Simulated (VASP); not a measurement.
Wanted: the native input for a VASP 6.6.1 run.

* Task: single point
* Functional: PBE
* Potentials or basis: VASP PAW PBE potentials, release 64 (Mg, I)
* Cutoff: 520 eV
* k mesh: 6 × 6 × 4
* Occupations: gaussian, width 0.05 eV
* Spin: no spin polarisation
* Dipole correction: no
* Further INCAR settings: ALGO = Normal; EDIFF = 1e-06; NBANDS = 15

The structure of MgI2 lies in POSCAR:

```
MgI2
1.0
    4.3165329393      0.0000000000      0.0000000000
   -2.1582664697      3.7382271817      0.0000000000
    0.0000000000      0.0000000000      8.0147218160
Mg I
1 2
Direct
    0.0000000000      0.0000000000      0.0000000000
    0.3333333333      0.6666666667      0.7705052557
    0.6666666667      0.3333333333      0.2294947443
```

The input as run:

INCAR

```
PREC = Accurate
ENCUT = 520
EDIFF = 1E-6
ISMEAR = 0
SIGMA = 0.05
LREAL = F
LASPH = T
NELM = 60
ALGO = Normal
ISIF = 2
LWAVE = F
LCHARG = F
GGA = PE
NBANDS = 15
```

KPOINTS

```
Automatic mesh
0
Gamma
  6 6 4
```

Potentials or basis: VASP PAW PBE potentials, release 64 (Mg, I).

The run is started by

```console
$ cat potpaw_PBE.64/Mg/POTCAR potpaw_PBE.64/I/POTCAR > POTCAR
$ mpirun -np 1 vasp_std > vasp.out
```

Results of the run:

| Quantity | Value |
| --- | --- |
| Pressure | -2.7 GPa |
| Largest force | 0.782 eV/Å |
| Band gap on the k mesh | 3.10 eV, direct |

Caveat: spin-orbit coupling is left out, which moves the levels of the heavy elements; this functional lacks dispersion, which binds the layers, so the pressure and a relaxed spacing across them are unreliable.

Wall time 30 s on 1 thread of Intel(R) Xeon(R) Platinum 8375C CPU @ 2.90GHz (Ice Lake), with other jobs on the host, peak memory 0.25 GiB.
